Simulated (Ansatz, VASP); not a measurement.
# Se: VASP beside Ansatz

Contents of POSCAR:

```
Se
1.0
    0.0000000000      2.1681264134      2.1681264134
    2.1681264134      0.0000000000      2.1681264134
    2.1681264134      2.1681264134      0.0000000000
Se
1
Direct
    0.0000000000      0.0000000000      0.0000000000
```

File INCAR.step1:

```
SYSTEM = Se
PREC     = Accurate       ! precision mode
ENCUT    = 600            ! plane-wave cutoff, eV
ISMEAR   = 0              ! smearing method
SIGMA    = 0.1            ! smearing width, eV
LREAL    = .False.        ! projectors in reciprocal space
LASPH    = .True.         ! aspherical terms in the spheres
NELM     = 100            ! most SCF steps
GGA      = PE             ! functional
ALGO     = Normal         ! electronic algorithm
EDIFF    = 1E-4           ! SCF threshold, eV
LWAVE    = .True.         ! write WAVECAR
LCHARG   = .False.        ! write CHGCAR
```

The input INCAR.step2:

```
SYSTEM = Se
PREC     = Accurate       ! precision mode
ENCUT    = 600            ! plane-wave cutoff, eV
EDIFF    = 1E-6           ! SCF threshold, eV
ISMEAR   = 0              ! smearing method
SIGMA    = 0.1            ! smearing width, eV
LREAL    = .False.        ! projectors in reciprocal space
LASPH    = .True.         ! aspherical terms in the spheres
NELM     = 100            ! most SCF steps
ALGO     = Normal         ! electronic algorithm
ISIF     = 3              ! what is computed and relaxed
LWAVE    = .False.        ! write WAVECAR
LCHARG   = .False.        ! write CHGCAR
METAGGA  = R2SCAN         ! meta-GGA
LMIXTAU  = .True.       
IBRION   = 2              ! ionic algorithm
NSW      = 100            ! ionic steps
EDIFFG   = -0.01          ! ionic threshold
ISTART   = 1
```

File KPOINTS:

```
Automatic mesh
0
Gamma
  22 22 22
  0 0 0
```

Input for Ansatz:

```yaml
crystal:
  lattice:
    - [0.0, 2.1681264134, 2.1681264134]
    - [2.1681264134, 0.0, 2.1681264134]
    - [2.1681264134, 2.1681264134, 0.0]
  atoms:
    - { symbol: Se, position: [0.0, 0.0, 0.0] }
basis:
  ecutwfc: 500
kpoints:
  mp_grid: { grid: [22, 22, 22] }
hamiltonian:
  xc: r2scan
scf:
  occupations: { method: gaussian, width: 0.1 }
output:
  forces: true
  stress: true
  eigenvalues: true
relax:
  adjacent_minimum: "off"
  f_tol: 0.01
  max_steps: 80
  cell: { stress_tol: 0.05 }
```

Alike in both runs: task relaxation of cell and atoms; functional r2SCAN; k mesh 22 × 22 × 22; occupations gaussian, width 0.1 eV; no spin polarisation.

|  | VASP | Ansatz |
| --- | --- | --- |
| version | VASP 6.6.1 | Ansatz 0.2.0 |
| potentials or method | VASP PAW PBE potentials, release 64 (Se), cutoff 600 eV | scalar-relativistic, plane waves, PAW |
| valence electrons in the cell | 6 | 16 |

```tsv
	VASP	Ansatz	Ansatz less VASP
gap on the k mesh at the Fermi level, each at its own relaxed structure (eV)	none	none	-
relaxed volume (Å³/atom)	20.33	20.38	+0.052
relaxed cell length with the largest relative difference (Å)	3.064	3.066	+0.0026
```

VASP's potentials were made for PBE, not for r2SCAN. A gap of «none» marks a metal or a gap that the smearing closes. VASP's potentials hold 6 valence electrons a cell and Ansatz's 16, so a difference there can come from the potentials and not from the codes.
